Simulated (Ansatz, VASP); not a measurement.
# Two plane-wave programs on CdS5

```
CELL_PARAMETERS angstrom
2.93188 -3.36963 -0.48829
2.93188 3.36963 -0.48829
-1.25771 0.00000 9.16467
ATOMIC_POSITIONS crystal
Cd 0.02936 0.97064 0.00000
S 0.70815 0.18431 0.67140
S 0.93650 0.06350 0.50000
S 0.81569 0.29185 0.32860
S 0.59223 0.93593 0.14117
S 0.06407 0.40777 0.85883
```

Alike in both runs: functional PBE; k mesh 4 × 4 × 2; occupations gaussian, width 0.2 eV; no spin polarisation.

Ansatz relaxed the structure, and its values are those at the end. VASP's run is a single point on that final structure, the one shown.

|  | VASP | Ansatz |
| --- | --- | --- |
| version | VASP 6.6.1 | Ansatz 0.2.0 |
| potentials or method | VASP PAW PBE potentials, release 64 (Cd_sv_GW, S), cutoff 630 eV | scalar-relativistic, plane waves, PAW |
| valence electrons in the cell | 50 | 50 |

|  | VASP | Ansatz | Ansatz less VASP |
| --- | --- | --- | --- |
| gap on the k mesh at the Fermi level (eV) | 1.46 | 1.44 | -0.020 |
| least direct gap on the mesh (eV) | 1.62 | 1.60 | -0.017 |
| pressure (GPa) | -0.2 | 0.0 | +0.30 |
| rms of the force components (eV/Å) | 0.034 | 0.041 | +0.0068 |

With one functional, cell and mesh, what is left measures potentials, basis and numerics.
